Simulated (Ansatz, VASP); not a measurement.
One calculation of Si2C, two programs

```xyz
3
Lattice="0.0000 2.6815 2.6815 2.6815 0.0000 2.6815 2.6815 2.6815 0.0000" Properties=species:S:1:pos:R:3 pbc="T T T"
Si    1.3408    1.3408    1.3408
Si    4.0223    4.0223    4.0223
C     2.6815    2.6815    2.6815
```

Alike in both runs: task relaxation of cell and atoms; functional PBE; k mesh 14 × 14 × 14; occupations gaussian, width 0.1 eV; no spin polarisation.

|  | VASP | Ansatz |
| --- | --- | --- |
| version | VASP 6.6.1 | Ansatz 0.2.0 |
| potentials or method | VASP PAW PBE potentials, release 64 (Si, C), cutoff 600 eV | scalar-relativistic, plane waves, PAW |
| valence electrons in the cell | 12 | 12 |

VASP gave:

- gap on the k mesh at the Fermi level, each at its own relaxed structure (eV): none
- relaxed volume (Å³/atom): 12.54
- relaxed cell length with the largest relative difference (Å): 3.761

**Question.** Which values does Ansatz return?

**Answer.** gap on the k mesh at the Fermi level, each at its own relaxed structure (eV): none; relaxed volume (Å³/atom): 12.55; relaxed cell length with the largest relative difference (Å): 3.762.

A gap of «none» marks a metal or a gap that the smearing closes.
